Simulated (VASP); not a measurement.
Crystal: Si2Ni.

```
Si Ni
1.0
     0.00000    2.67548    2.67548
     2.67548    0.00000    2.67548
     2.67548    2.67548    0.00000
Si Ni
2 1
Direct
  0.25000 0.25000 0.25000
  0.75000 0.75000 0.75000
  0.00000 0.00000 0.00000
```

Base run:

- Program: VASP 6.6.1
- Functional: LDA
- Potentials or basis: VASP PAW LDA potentials, release 64 (Si, Ni)
- Cutoff: 520 eV
- k mesh: 14 × 14 × 14
- Occupations: gaussian, width 0.15 eV
- Spin: collinear spin, ferromagnetic start
- Starting moments: [0.0, 0.0, 1.0] μB
- Fixed moment: 1 μB

Its results: pressure 4.2 GPa; site moments Si +0.13; Ni +0.45 μB.

Task: The run is repeated on the same cell with these changes: fixed moment from 1 μB to 0.125 μB; moments at the start from [0.0, 0.0, 1.0] to [0.0, 0.0, 0.12]. What comes out?

Result: Pressure 0.1 GPa; site moments Si +0.02; Ni +0.07 μB.

Caveats: the total moment is fixed, so each spin has its own Fermi level.
